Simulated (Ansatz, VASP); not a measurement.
## One calculation of H, two programs

```
H
1.0
    -1.69153    1.64079    2.05847
     1.69153   -1.64079    2.05847
     1.69153    1.64079   -2.05847
H
2
Direct
  0.90986 0.90986 0.00000
  0.09014 0.09014 0.00000
```

Change from the starting cell: strain -0.0300 x Voigt [0, 1, 0, 0, 0, 0], atoms carried along.

Alike in both runs: task single point; functional LDA; k mesh 10 × 10 × 10; occupations gaussian, width 0.05 eV; no spin polarisation.

|  | VASP | Ansatz |
| --- | --- | --- |
| version | VASP 6.6.1 | Ansatz 0.2.0 |
| potentials or method | VASP PAW LDA potentials, release 64 (H), cutoff 520 eV | scalar-relativistic, plane waves, PAW |
| valence electrons in the cell | 2 | 2 |

|  | VASP | Ansatz | Ansatz less VASP |
| --- | --- | --- | --- |
| gap on the k mesh at the Fermi level (eV) | 8.18 | 8.19 | +0.007 |
| least direct gap on the mesh (eV) | 9.12 | 9.13 | +0.006 |
| pressure (GPa) | 0.8 | 1.0 | +0.19 |
| traceless stress, the component that is largest in VASP (GPa) | 3.39 | 3.39 | -0.005 |
| rms of the force components (eV/Å) | 0.563 | 0.557 | -0.0057 |

LDA's correlation is that of Perdew and Zunger in VASP and of Perdew and Wang (1992) in Ansatz. Atom by atom the forces differ by 0.006 eV/Å (rms over components).
